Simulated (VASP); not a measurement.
# AlN (P6_3/mmc) in VASP: a series of runs, part 2 of 2

VASP 6.6.1. The steps go on from the part before.

## Step 4: Relaxation of cell and atoms, PBEsol, target pressure 2 GPa, at which the enthalpy is minimised

INCAR reads:

```
SYSTEM = AlN
PREC     = Accurate       ! precision mode
ENCUT    = 600            ! plane-wave cutoff, eV
EDIFF    = 1E-6           ! SCF threshold, eV
ISMEAR   = 0              ! smearing method
SIGMA    = 0.01           ! smearing width, eV
LREAL    = .FALSE.        ! projectors in reciprocal space
LASPH    = .TRUE.         ! aspherical terms in the spheres
NELM     = 100            ! most SCF steps
ALGO     = Normal         ! electronic algorithm
ISIF     = 3              ! what is computed and relaxed
LWAVE    = .FALSE.        ! write WAVECAR
LCHARG   = .FALSE.        ! write CHGCAR
GGA      = PS             ! functional
IBRION   = 2              ! ionic algorithm
NSW      = 80             ! ionic steps
EDIFFG   = -0.01          ! ionic threshold
PSTRESS  = 20.0
```

KPOINTS reads:

```
regular mesh
0
G
  12 12 6
  0 0 0
```

POSCAR reads:

```
AlN
1.0
    3.3121157400      0.0000000000      0.0000000000
   -1.6560578700      2.8683763700      0.0000000000
    0.0000000000      0.0000000000      4.1875630000
Al N
2 2
Direct
    0.3333333300      0.6666666700      0.7500000000
    0.6666666700      0.3333333300      0.2500000000
    0.3333333300      0.6666666700      0.2500000000
    0.6666666700      0.3333333300      0.7500000000
```

The run is started by

```sh
> cat potpaw_PBE.64/Al/POTCAR potpaw_PBE.64/N/POTCAR > POTCAR
> mpirun -np 1 vasp_std > vasp.out
```

It took 62 s on 1 thread of Intel Xeon 6975P-C (Granite Rapids), shared host; peak memory 0.19 GiB.

The run converged. Its results:

- Free energy: -30.9477 eV
- Relaxed volume: 9.67 Å³/atom
- Relaxed cell: a = 3.292 Å, b = 3.292 Å, c = 4.121 Å, α = 90.00°, β = 90.00°, γ = 120.00°
- Space group after relaxing (to 0.05 Å): P6_3/mmc (No. 194)
- Energy change on relaxing (the enthalpy is what falls): -1.7 meV/atom
- Ionic steps: 6
- Pressure after relaxing: 2.1 GPa
- Band gap on the k mesh: 3.42 eV, direct

The path:
| step | energy change (eV) | largest force (eV/Å) | pressure (GPa) | volume (Å³) |
| --- | --- | --- | --- | --- |
| 1 | 0.0000 | 0.0000 | -3.71 | 39.78 |
| 2 | 0.0224 | 0.0000 | 7.83 | 37.78 |
| 3 | -0.0061 | 0.0000 | 2.03 | 38.73 |
| 4 | -0.0059 | 0.0000 | 2.15 | 38.71 |
| 5 | -0.0066 | 0.0000 | 2.14 | 38.69 |
| 6 | -0.0066 | 0.0000 | 2.14 | 38.67 |

Final structure:
```cif
data_structure
_symmetry_space_group_name_H-M 'P 1'
_symmetry_Int_Tables_number 1
_cell_length_a 3.2918
_cell_length_b 3.2918
_cell_length_c 4.1210
_cell_angle_alpha 90.000
_cell_angle_beta 90.000
_cell_angle_gamma 120.000
_cell_volume 38.67
loop_
_atom_site_label
_atom_site_type_symbol
_atom_site_fract_x
_atom_site_fract_y
_atom_site_fract_z
_atom_site_occupancy
Al1 Al 0.33333 0.66667 0.75000 1
Al2 Al 0.66667 0.33333 0.25000 1
N1 N 0.33333 0.66667 0.25000 1
N2 N 0.66667 0.33333 0.75000 1
```

Levels at points of the mesh, in eV from the valence-band top:
```tsv
k point	band 5	band 6	band 7	band 8	band 9	band 10	band 11	band 12
(0.00, 0.00, 0.00)	-3.36	-1.61	-1.61	0.00	3.42	4.57	8.27	8.27
(0.50, 0.00, 0.00)	-4.61	-4.27	-2.99	-1.40	3.84	7.18	7.38	9.13
(0.00, 0.00, 0.50)	-2.53	-2.53	-2.53	-2.53	5.77	5.77	8.42	8.42
(0.50, 0.00, 0.50)	-3.31	-3.31	-1.77	-1.77	5.10	5.10	9.58	9.58
```

Caveat: the cell is relaxed towards a set pressure, so the enthalpy falls and the energy may rise; the PAW data sets were made with another functional, which shifts forces and pressure a little. A k mesh can miss the band edges.

## Step 5: Relaxation of cell and atoms, PBEsol, target pressure 5 GPa, at which the enthalpy is minimised

INCAR reads:

```
SYSTEM = AlN
ALGO = Normal
EDIFF = 1E-6
EDIFFG = -0.01
ENCUT = 600
GGA = PS
IBRION = 2
ISIF = 3
ISMEAR = 0
LASPH = .TRUE.
LCHARG = .FALSE.
LREAL = .FALSE.
LWAVE = .FALSE.
NELM = 60
NSW = 80
PREC = Accurate
PSTRESS = 50.0
SIGMA = 0.01
```

KPOINTS reads:

```
k-points
0
G
  12 12 6
  0 0 0
```

POSCAR is that of step 4.

The run is started by

```sh
> cat potpaw_PBE.64/Al/POTCAR potpaw_PBE.64/N/POTCAR > POTCAR
> mpirun -np 1 vasp_std > vasp.out
```

It took 74 s on 1 thread of Intel Xeon 6975P-C (Granite Rapids), shared host; peak memory 0.19 GiB.

It converged, with:

```
Free energy                                            : -30.9370 eV
Relaxed volume                                         : 9.55 Å³/atom
Relaxed cell                                           : a = 3.280 Å, b = 3.280 Å, c = 4.098 Å, α = 90.00°, β = 90.00°, γ = 120.00°
Space group after relaxing (to 0.05 Å)                 : P6_3/mmc (No. 194)
Energy change on relaxing (the enthalpy is what falls) : +1.0 meV/atom
Ionic steps                                            : 9
Pressure after relaxing                                : 5.0 GPa
Band gap on the k mesh                                 : 3.52 eV, direct
```

Step by step:
```
step  energy change (eV)  largest force (eV/Å)  pressure (GPa)  volume (Å³)
   1              0.0000                0.0000           -3.71        39.78
   2              0.0951                0.0000           14.99        36.75
   3              0.0046                0.0000            4.99        38.23
   4              0.0056                0.0000            5.17        38.20
   5              0.0048                0.0000            5.17        38.18
   6              0.0050                0.0000            5.18        38.16
   7              0.0050                0.0000            5.18        38.16
   8              0.0031                0.0000            4.81        38.22
   9              0.0041                0.0000            5.00        38.19
```

Final structure:
```
Al N
1.0
     3.28016    0.00000    0.00000
    -1.64008    2.84070    0.00000
     0.00000    0.00000    4.09820
Al N
2 2
Cartesian
  0.0000 1.8938 3.0737
  1.6401 0.9469 1.0246
  0.0000 1.8938 1.0246
  1.6401 0.9469 3.0737
```

Levels at points of the mesh, in eV from the valence-band top:
| k point | band 5 | band 6 | band 7 | band 8 | band 9 | band 10 | band 11 | band 12 |
| --- | --- | --- | --- | --- | --- | --- | --- | --- |
| (0.00, 0.00, 0.00) | -3.40 | -1.63 | -1.63 | 0.00 | 3.52 | 4.67 | 8.33 | 8.33 |
| (0.50, 0.00, 0.00) | -4.66 | -4.28 | -3.02 | -1.39 | 3.88 | 7.22 | 7.51 | 9.15 |
| (0.00, 0.00, 0.50) | -2.55 | -2.55 | -2.55 | -2.55 | 5.85 | 5.85 | 8.47 | 8.47 |
| (0.50, 0.00, 0.50) | -3.34 | -3.34 | -1.79 | -1.79 | 5.15 | 5.15 | 9.72 | 9.72 |

Caveat: the cell is relaxed towards a set pressure, so the enthalpy falls and the energy may rise; the PAW data sets were made with another functional, which shifts forces and pressure a little.

## Step 6: Relaxation of cell and atoms, PBEsol, target pressure 10 GPa, at which the enthalpy is minimised

INCAR reads:

```
SYSTEM = AlN
  PREC = Accurate
  ENCUT = 600
  EDIFF = 1E-6
  ISMEAR = 0
  SIGMA = 0.01
  LREAL = .FALSE.
  LASPH = .TRUE.
  NELM = 80
  ALGO = Normal
  ISIF = 3
  LWAVE = .FALSE.
  LCHARG = .FALSE.
  GGA = PS
  IBRION = 2
  NSW = 80
  EDIFFG = -0.01
  PSTRESS = 100.0
```

KPOINTS reads:

```
Automatic mesh
0
G
  12 12 6
  0 0 0
```

POSCAR is that of step 5.

Potentials or basis: VASP PAW PBE potentials, release 64 (Al, N).

The run is started by

```sh
> cat potpaw_PBE.64/Al/POTCAR potpaw_PBE.64/N/POTCAR > POTCAR
> mpirun -np 1 vasp_std > vasp.out
```

Wall time 76 s (1 thread of Intel Xeon 6975P-C (Granite Rapids), shared host); peak memory 0.19 GiB.

The run converged. Its results:

| Quantity | Value |
| --- | --- |
| Free energy | -30.9008 eV |
| Relaxed volume | 9.35 Å³/atom |
| Relaxed cell | a = 3.261 Å, b = 3.261 Å, c = 4.063 Å, α = 90.00°, β = 90.00°, γ = 120.00° |
| Space group after relaxing (to 0.05 Å) | P6_3/mmc (No. 194) |
| Energy change on relaxing (the enthalpy is what falls) | +10.1 meV/atom |
| Ionic steps | 9 |
| Pressure after relaxing | 10.0 GPa |
| Band gap on the k mesh | 3.67 eV, direct |

The path:
```
step  energy change (eV)  largest force (eV/Å)  pressure (GPa)  volume (Å³)
   1              0.0000                0.0000           -3.71        39.78
   2              0.3212                0.0000           28.85        35.08
   3              0.0391                0.0000            9.85        37.48
   4              0.0419                0.0000           10.14        37.44
   5              0.0412                0.0000           10.16        37.40
   6              0.0420                0.0000           10.19        37.38
   7              0.0421                0.0000           10.20        37.38
   8              0.0383                0.0000            9.78        37.44
   9              0.0403                0.0000           10.00        37.41
```

Final structure:
```yaml
crystal:
  lattice:
    - [3.26060, 0.00000, 0.00000]
    - [-1.63030, 2.82376, 0.00000]
    - [0.00000, 0.00000, 4.06308]
  atoms:
    - { symbol: Al, position: [0.33333, 0.66667, 0.75000] }
    - { symbol: Al, position: [0.66667, 0.33333, 0.25000] }
    - { symbol: N, position: [0.33333, 0.66667, 0.25000] }
    - { symbol: N, position: [0.66667, 0.33333, 0.75000] }
```

Levels at points of the mesh, in eV from the valence-band top:
```csv
k point,band 6,band 7,band 8,band 9,band 10,band 11
"(0.00, 0.00, 0.00)",-1.66,-1.66,0.00,3.67,4.84,8.44
"(0.50, 0.00, 0.00)",-4.29,-3.09,-1.39,3.94,7.27,7.73
"(0.00, 0.00, 0.50)",-2.60,-2.60,-2.60,5.98,5.98,8.56
"(0.50, 0.00, 0.50)",-3.39,-1.82,-1.82,5.23,5.23,9.94
```

Caveat: the cell is relaxed towards a set pressure, so the enthalpy falls and the energy may rise; the PAW data sets were made with another functional, which shifts forces and pressure a little. As with any semilocal functional, this PBEsol gap is likely too small.

## Step 7: Summary

| cell | gap on the mesh (eV) | pressure (GPa) |
| --- | --- | --- |
| relaxed to -2 GPa | 3.27 | -2.0 |
| relaxed | 3.35 | 0.1 |
| relaxed to 2 GPa | 3.42 | 2.1 |
| relaxed to 5 GPa | 3.52 | 5.0 |
| relaxed to 10 GPa | 3.67 | 10.0 |

Alike in all rows: task relaxation of cell and atoms; level PBEsol; potentials or basis VASP PAW PBE potentials, release 64 (Al, N); no spin polarisation; k mesh 12 × 12 × 6; cutoff (eV) 600; smearing gaussian 0.01 eV.

Caveats: the PAW data sets were made with another functional, which shifts forces and pressure a little; the cell is relaxed towards a set pressure, so the enthalpy falls and the energy may rise (some runs).

Absolute energies hang on the potentials; compare differences alone.
